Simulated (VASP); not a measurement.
CuI: single point with PBE

Crystal: CuI.

```
Cu I
1.0
     7.51457    0.00000    0.00000
     0.00000    7.51457    0.00000
     0.00000    0.00000    7.51457
Cu I
6 6
Direct
  0.75000 0.50000 0.00000
  0.50000 0.00000 0.75000
  0.00000 0.75000 0.50000
  0.00000 0.25000 0.50000
  0.25000 0.50000 0.00000
  0.50000 0.00000 0.25000
  0.50000 0.75000 0.00000
  0.75000 0.00000 0.50000
  0.00000 0.50000 0.75000
  0.25000 0.00000 0.50000
  0.00000 0.50000 0.25000
  0.50000 0.25000 0.00000
```

The cell was built from a structure type or drawn by symmetry, and may not be a known phase.

* Program: VASP 6.6.1
* Task: single point
* Functional: PBE
* Potentials or basis: VASP PAW PBE potentials, release 64 (Cu, I)
* Cutoff: 520 eV
* k mesh: 4 × 4 × 4
* Occupations: gaussian, width 0.02 eV
* Spin: no spin polarisation
* Dipole correction: no
* Further INCAR settings: ALGO = Fast; EDIFF = 1e-07; NBANDS = 66

```json
{"Pressure": "0.0 GPa", "Band gap on the k mesh": "1.21 eV"}
```

Levels at points of the mesh, in eV from the valence-band top:
```csv
k point,band 51,band 52,band 53,band 54,band 55,band 56,band 57,band 58
"(0.00, 0.00, 0.00)",-1.04,0.00,0.00,0.00,1.21,2.31,2.31,2.31
"(0.50, 0.00, 0.00)",-0.59,-0.59,-0.16,-0.16,2.23,2.23,2.76,2.76
"(0.50, 0.50, 0.00)",-0.74,-0.68,-0.68,-0.20,2.73,2.73,2.75,2.99
"(0.50, 0.50, 0.50)",-0.91,-0.91,-0.91,-0.91,3.52,3.52,3.52,3.52
```

It took 11 min on 1 thread of Intel(R) Xeon(R) Platinum 8559C (Emerald Rapids) (shared host), peak memory 0.55 GiB.

Caveat: spin-orbit coupling is left out, which moves the levels of the heavy elements.
